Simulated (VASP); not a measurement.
A run of VASP 6.6.1:

Contents of POSCAR:

```
Mo
1.0
   -1.5366903454      1.5366903454      1.5366903454
    1.5366903454     -1.5366903454      1.5366903454
    1.5366903454      1.5366903454     -1.5366903454
Mo
1
Direct
    0.0000000000      0.0000000000      0.0000000000
```

The input INCAR.step1:

```
ALGO     = Normal         # electronic algorithm
EDIFF    = 1E-5           # SCF threshold, eV
ENCUT    = 520            # plane-wave cutoff, eV
GGA      = PE             # functional
ISIF     = 2              # what is computed and relaxed
ISMEAR   = -1             # smearing method
LASPH    = T              # aspherical terms in the spheres
LCHARG   = F              # write CHGCAR
LREAL    = F              # projectors in reciprocal space
LWAVE    = T              # write WAVECAR
NBANDS   = 13             # bands
NELM     = 60             # most SCF steps
PREC     = Accurate       # precision mode
SIGMA    = 0.1            # smearing width, eV
```

File INCAR.step2:

```
ALGO     = Normal         # electronic algorithm
EDIFF    = 1E-7           # SCF threshold, eV
ENCUT    = 520            # plane-wave cutoff, eV
GGA      = PE             # functional
HFSCREEN = 0.2079         # screening, 1/A
ISIF     = 2              # what is computed and relaxed
ISMEAR   = -1             # smearing method
ISTART   = 1            
LASPH    = T              # aspherical terms in the spheres
LCHARG   = F              # write CHGCAR
LHFCALC  = T              # exact exchange
LREAL    = F              # projectors in reciprocal space
LWAVE    = F              # write WAVECAR
NBANDS   = 13             # bands
NELM     = 60             # most SCF steps
PREC     = Accurate       # precision mode
PRECFOCK = Normal       
SIGMA    = 0.1            # smearing width, eV
```

File KPOINTS:

```
k-points
0
Gamma
  6 6 6
```

Potentials or basis: VASP PAW PBE potentials, release 64 (Mo_sv).

Launch:

```sh
$ cat potpaw_PBE.64/Mo_sv/POTCAR > POTCAR
$ cp INCAR.step1 INCAR
$ mpirun -np 1 vasp_std > vasp.out
$ cp INCAR.step2 INCAR
$ mpirun -np 1 vasp_std > vasp.out
```

Hardware: 1 thread of AMD EPYC 7R13 Processor (Zen 3) (shared host).

Estimate the wall time of this run.

Run time: 12 min on 1 thread of AMD EPYC 7R13 Processor (Zen 3) (shared host), peak memory 0.2 GiB. Counts: k points 16.
